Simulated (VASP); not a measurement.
# Ni (I4/mmm) in VASP: single point with PBE

Aim: the single point of Ni with PBE.

Everything below comes from runs of VASP 6.6.1. Logs are shortened: lines on timing, memory, paths and dates and some standing lists are left out, and cuts for length are marked.

## Step 1: The cell of the first run

It takes space group I4/mmm (No. 139, tetragonal). Conventional cell: a = 2.443 Å, b = 2.443 Å, c = 3.665 Å, α = 90.00°, β = 90.00°, γ = 90.00°. Ni (site symmetry 4/mmm) has 12 Ni at 2.44 to 2.52 Å within 3.2 Å.

## Step 2: Single point, PBE, collinear spin, ferromagnetic start (stretched by +4 % along [0.0, 0.0, 1.0] at fixed volume)

INCAR reads:

```
SYSTEM = Ni
PREC = Accurate
ENCUT = 520
EDIFF = 1E-7
ISMEAR = -1
SIGMA = 0.05
LREAL = .False.
LASPH = .True.
NELM = 150
ALGO = Normal
ISIF = 2
LWAVE = .False.
LCHARG = .False.
ISPIN = 2
MAGMOM = 0.7
LORBIT = 11
LMAXMIX = 4
GGA = PE
NBANDS = 15
```

KPOINTS reads:

```
Automatic mesh
0
Gamma
  15 15 15
  0 0 0
```

POSCAR reads:

```
Ni
1.0
    0.0000000000      1.7277194128      1.8324124000
    1.7277194128      0.0000000000      1.8324124000
    1.7277194128      1.7277194128      0.0000000000
Ni
1
Direct
    0.0000000000      0.0000000000      0.0000000000
```

Potentials or basis: VASP PAW PBE potentials, release 64 (Ni).

Command:

```
cat potpaw_PBE.64/Ni/POTCAR > POTCAR
mpirun -np 1 vasp_std > vasp.out
```

OUTCAR:

```text
SYSTEM = Ni
   PREC = Accurate
   ENCUT = 520
   EDIFF = 1E-7
   ISMEAR = -1
   LREAL = .False.
   LASPH = .True.
   NELM = 150
   ISIF = 2
   ISPIN = 2
   LORBIT = 11
   GGA = PE

 ion  position               nearest neighbor table
   1  0.000  0.000  0.000-

  LATTYP: Found a body centered tetragonal cell.
 ALAT       =     2.4433642256
 C/A-ratio  =     1.4999093306

  Lattice vectors:

 A1 = (  -1.7277194128,   0.0000000000,   1.8324124000)
 A2 = (   1.7277194128,   0.0000000000,   1.8324124000)
 A3 = (   0.0000000000,   1.7277194128,  -1.8324124000)

Analysis of symmetry for initial positions (statically):
=====================================================================
 Subroutine PRICEL returns:
 Original cell was already a primitive cell.

 Routine SETGRP: Setting up the symmetry group for a
 body centered tetragonal supercell.

 Subroutine GETGRP returns: Found 16 space group operations
 (whereof 16 operations were pure point group operations)
 out of a pool of 16 trial point group operations.

The static configuration has the point symmetry D_4h.

Analysis of symmetry for dynamics (positions and initial velocities):
=====================================================================
 Subroutine PRICEL returns:
 Original cell was already a primitive cell.

 Routine SETGRP: Setting up the symmetry group for a
 body centered tetragonal supercell.

 Subroutine GETGRP returns: Found 16 space group operations
 (whereof 16 operations were pure point group operations)
 out of a pool of 16 trial point group operations.

The dynamic configuration has the point symmetry D_4h.

Analysis of structural, dynamic, and magnetic symmetry:
=====================================================================
 Subroutine PRICEL returns:
 Original cell was already a primitive cell.

 Routine SETGRP: Setting up the symmetry group for a
 body centered tetragonal supercell.

 Subroutine GETGRP returns: Found 16 space group operations
 (whereof 16 operations were pure point group operations)
 out of a pool of 16 trial point group operations.

The overall configuration has the point symmetry D_4h.

 Subroutine INISYM returns: Found 16 space group operations
 (whereof 16 operations are pure point group operations),
 and found     1 'primitive' translations

----------------------------------------------------------------------------------------

                                     Primitive cell

  volume of cell :      10.9396

  direct lattice vectors                    reciprocal lattice vectors
     0.000000000  1.727719413  1.832412400    -0.289398844  0.289398844  0.272864340
     1.727719413  0.000000000  1.832412400     0.289398844 -0.289398844  0.272864340
     1.727719413  1.727719413  0.000000000     0.289398844  0.289398844 -0.272864340

  length of vectors
     2.518481601  2.518481601  2.443364226     0.491892599  0.491892599  0.491892599

  position of ions in fractional coordinates (direct lattice)
     0.000000000  0.000000000  0.000000000

  ion indices of the primitive-cell ions
   primitive index   ion index
                 1           1

----------------------------------------------------------------------------------------

 KPOINTS: Automatic mesh

Automatic generation of k-mesh.
 Grid dimensions read from file:
 generate k-points for:   15   15   15

 Generating k-lattice:

  Cartesian coordinates                     Fractional coordinates (reciprocal lattice)
    -0.019293256  0.019293256  0.018190956     0.066666667  0.000000000  0.000000000
     0.019293256 -0.019293256  0.018190956     0.000000000  0.066666667  0.000000000
     0.019293256  0.019293256 -0.018190956    -0.000000000 -0.000000000  0.066666667

  Length of vectors
     0.032792840  0.032792840  0.032792840

  Shift w.r.t. Gamma in fractional coordinates (k-lattice)
     0.000000000  0.000000000  0.000000000

 Subroutine IBZKPT returns following result:
 ===========================================

 Found    288 irreducible k-points:

 Following reciprocal coordinates:
            Coordinates               Weight
  0.000000  0.000000  0.000000      1.000000
  0.066667  0.000000  0.000000      8.000000
  0.133333  0.000000  0.000000      8.000000
  0.200000  0.000000  0.000000      8.000000
  0.266667  0.000000  0.000000      8.000000
  0.333333  0.000000  0.000000      8.000000
[... 16 lines left out ...]
  0.133333  0.133333  0.000000      2.000000
  0.200000  0.133333  0.000000      8.000000
 [... further k-points ...]
   k-points           NKPTS =    288   k-points in BZ     NKDIM =    288   number of bands    NBANDS=     15
   number of dos      NEDOS =    301   number of ions     NIONS =      1
   total plane-waves  NPLWV =   7200
   dimension x,y,z NGX =    20 NGY =   20 NGZ =   18
   dimension x,y,z NGXF=    40 NGYF=   40 NGZF=   36
   ions per type =               1
   NGX,Y,Z   is equivalent  to a cutoff of  13.20, 13.20, 12.25 a.u.
   NGXF,Y,Z  is equivalent  to a cutoff of  26.40, 26.40, 24.49 a.u.
 SYSTEM =  Ni
   PREC   = accura    normal or accurate (medium, high low for compatibility)
   ISTART =      0    job   : 0-new  1-cont  2-samecut
   ICHARG =      2    charge: 1-file 2-atom 10-const
   ISPIN  =      2    spin polarized calculation?
   LNONCOLLINEAR =      F non collinear calculations
   LSORBIT =      F    spin-orbit coupling
   LASPH  =      T    aspherical Exc in radial PAW
   ENCUT  =  520.0 eV  38.22 Ry    6.18 a.u.   4.68  4.68  4.54*2*pi/ulx,y,z
   NELM   =    150;   NELMIN=  2; NELMDL= -5     # of ELM steps
   EDIFF  = 0.1E-06   stopping-criterion for ELM
   LREAL  =      F    real-space projection
   EDIFFG = 0.1E-05   stopping-criterion for IOM
   NSW    =      0    number of steps for IOM
   IBRION =     -1    ionic relax: 0-MD 1-quasi-New 2-CG
   NFREE  =      0    steps in history (QN), initial steepest desc. (CG)
   ISIF   =      2    stress and relaxation
   ISYM   =      2    0-nonsym 1-usesym 2-fastsym
   POTIM  = 0.5000    time-step for ionic-motion
   TEBEG  =    0.0;   TEEND  =   0.0 temperature during run
   PSTRESS=    0.0 pullay stress
   NELECT =      10.0000    total number of electrons
   NUPDOWN=      -1.0000    fix difference up-down
   EMIN   =  10.00;   EMAX   =-10.00  energy-range for DOS
   EFERMI =   0.00;   METHOD = LEGACY
   ISMEAR =    -1;   SIGMA  =   0.05  broadening in eV -4-tet -1-fermi 0-gaus
   EFERMI_NEDOS =   21; number of points for ismear=-14 and -15
   IALGO  =     38    algorithm
   IMIX   =      4    mixing-type and parameters
     AMIX     =   0.40;   BMIX     =  1.00
     AMIX_MAG =   1.60;   BMIX_MAG =  1.00
  volume/ion in A,a.u.               =      10.94        73.82
  Fermi-wavevector in a.u.,A,eV,Ry     =   1.588821  3.002436 34.345893  2.524352
  Thomas-Fermi vector in A             =   2.687765
   LORBIT       =     11    0 simple, 1 ext, 2 COOP (PROOUT), +10 PAW based schemes
   GGA     = PE    functional components
   LHFCALC =     F    Hartree Fock is set to
   AEXX    =    0.0000 exact exchange contribution
   IVDW    =     0    specifies the selected vdW correction
   LEPSILON=     F    determine dielectric tensor
   LRPA    =     F    only Hartree local field effects (RPA)
 spin polarized calculation
  energy-cutoff  :      520.00
  volume of cell :       10.94
 maximum number of plane-waves:       305
   NGX =  9   NGY =  9   NGZ =  9

 number of electron      10.0000005 magnetization       0.6390046

 Free energy of the ion-electron system (eV)
  ---------------------------------------------------
  ext. energy  EPLUGINS =         0.00000000
  ---------------------------------------------------
  free energy    TOTEN  =        -5.46871539 eV

  energy without entropy =       -5.45474193  energy(sigma->0) =       -5.46172866

 E-fermi :   9.2922     XC(G=0): -13.2230

 val. band max:        9.2903920783   @ k =  -0.4000  -0.0000   0.1333
 cond. band min:       9.2937064112   @ k =  -0.4667  -0.0000   0.4667
 fundamental gap:      0.0033143329
 Fermi energy:         9.2922020950

 spin component 1

 k-point     1 :       0.0000    0.0000    0.0000
  band No.  band energies     occupation
      1       0.3279      1.00000
      2       6.6368      1.00000
      3       7.0016      1.00000
      4       7.0016      1.00000
      5       7.8289      1.00000
      6       8.2275      1.00000
      7      33.0468      0.00000
      8      36.4053      0.00000
      9      37.0204      0.00000
     10      37.0204      0.00000
     11      39.6507      0.00000
     12      39.6507      0.00000
     13      39.9924      0.00000
     14      42.4793      0.00000
     15      45.7298      0.00000

 k-point     2 :       0.0667    0.0000    0.0000
  band No.  band energies     occupation
      1       0.5012      1.00000
      2       6.6520      1.00000
      3       6.9801      1.00000
      4       7.0389      1.00000
      5       7.8205      1.00000
      6       8.2049      1.00000
      7      32.4111      0.00000
      8      34.9008      0.00000
      9      36.2299      0.00000
     10      36.6189      0.00000
     11      40.2682      0.00000
     12      40.2890      0.00000
     13      40.8495      0.00000
     14      43.8573      0.00000
     15      45.4310      0.00000
[... 365 lines left out ...]
      3       7.2455      1.00000
      4       7.2455      1.00000
      5       7.5556      1.00000
      6       8.3157      1.00000
      7      31.9607      0.00000
      8      32.9639      0.00000
      9      32.9639      0.00000
     10      33.3820      0.00000
     11      38.5736      0.00000
     12      42.8611      0.00000
     13      43.9160      0.00000
     14      43.9160      0.00000
     15      47.3782      0.00000

 k-point    24 :       0.2000    0.1333    0.0000
  band No.  band energies     occupation
      1       1.7260      1.00000
      2       6.2615      1.00000
      3       7.2397      1.00000
      4       7.3723      1.00000
      5       7.5778      1.00000
      6       8.3497      1.00000
      7      29.2772      0.00000
      8      31.9324      0.00000
      9      31.9371      0.00000
     10      33.7409      0.00000
     11      37.7463      0.00000
     12      42.8196      0.00000
     13      45.1183      0.00000
     14      45.4546      0.00000
     15      50.2355      0.00000

 [... further k-points ...]

 spin component 2

 k-point     1 :       0.0000    0.0000    0.0000
  band No.  band energies     occupation
      1       0.2931      1.00000
      2       7.4026      1.00000
      3       7.7694      1.00000
      4       7.7694      1.00000
      5       8.4299      1.00000
      6       8.8229      0.99992
      7      32.8823      0.00000
      8      36.3464      0.00000
      9      37.0206      0.00000
     10      37.0206      0.00000
     11      39.7382      0.00000
     12      39.7382      0.00000
     13      40.1249      0.00000
     14      42.3581      0.00000
     15      45.9507      0.00000

 k-point     2 :       0.0667    0.0000    0.0000
  band No.  band energies     occupation
      1       0.4667      1.00000
      2       7.4163      1.00000
      3       7.7444      1.00000
      4       7.8085      1.00000
      5       8.4211      1.00000
      6       8.7991      0.99995
      7      32.3152      0.00000
      8      34.8644      0.00000
      9      36.2324      0.00000
     10      36.6442      0.00000
     11      40.3056      0.00000
     12      40.3466      0.00000
     13      40.8827      0.00000
     14      43.8382      0.00000
     15      45.5878      0.00000
[... 365 lines left out ...]
      3       8.0237      1.00000
      4       8.0237      1.00000
      5       8.1352      1.00000
      6       8.9143      0.99948
      7      31.9147      0.00000
      8      33.0343      0.00000
      9      33.0343      0.00000
     10      33.2970      0.00000
     11      38.7954      0.00000
     12      42.9014      0.00000
     13      43.8872      0.00000
     14      43.8872      0.00000
     15      47.2872      0.00000

 k-point    24 :       0.2000    0.1333    0.0000
  band No.  band energies     occupation
      1       1.6965      1.00000
      2       6.9902      1.00000
      3       7.8988      1.00000
      4       8.1500      1.00000
      5       8.2682      1.00000
      6       8.9559      0.99880
      7      29.3377      0.00000
      8      31.8855      0.00000
      9      32.0072      0.00000
     10      33.7570      0.00000
     11      37.9277      0.00000
     12      42.8320      0.00000
     13      45.0631      0.00000
     14      45.4065      0.00000
     15      50.1669      0.00000

 [... further k-points ...]

------------------------ aborting loop because EDIFF is reached ----------------------------------------

  FORCE on cell =-STRESS in cart. coord.  units (eV):
  Direction    XX          YY          ZZ          XY          YZ          ZX
  --------------------------------------------------------------------------------------
  -------------------------------------------------------------------------------------
  Total        0.1386590      0.1386590     -0.3898281      0.0000000      0.0000000     -0.0000000
  in kB       20.3076216     20.3076216    -57.0931532      0.0000000      0.0000000     -0.0000000
  external PRESSURE =      -5.4926366 kB  Pullay stress =       0.0000000 kB

 VOLUME and BASIS-vectors are now :
 -----------------------------------------------------------------------------
  energy-cutoff  :      520.00
  volume of cell :       10.94
      direct lattice vectors                 reciprocal lattice vectors
     0.000000000  1.727719413  1.832412400    -0.289398844  0.289398844  0.272864340
     1.727719413  0.000000000  1.832412400     0.289398844 -0.289398844  0.272864340
     1.727719413  1.727719413  0.000000000     0.289398844  0.289398844 -0.272864340

 POSITION                                       TOTAL-FORCE (eV/Angst)
 -----------------------------------------------------------------------------------
      0.00000      0.00000      0.00000         0.000000      0.000000     -0.000000
 -----------------------------------------------------------------------------------
    total drift:                                0.000000     -0.000000      0.000000

  FREE ENERGIE OF THE ION-ELECTRON SYSTEM (eV)
  ---------------------------------------------------
  free  energy   TOTEN  =        -5.4687153940 eV

  energy  without entropy=       -5.4547419314  energy(sigma->0) =       -5.46172866

 total charge

# of ion       s       p       d       tot
------------------------------------------
    1        0.496   0.493   8.312   9.301

 magnetization (x)

# of ion       s       p       d       tot
------------------------------------------
    1       -0.006  -0.025   0.683   0.651
```

Run time: 3.6 min. Hardware: 1 thread of Intel Xeon 8259CL, shared host; peak memory 0.19 GiB.

What came out:

```
Free energy                                           : -5.4687 eV
Pressure                                              : -0.5 GPa
Net moment                                            : 0.64 μB per cell
Site moments                                          : Ni +0.65 μB
Valence electrons inside the program's atomic spheres : Ni 9.30
```
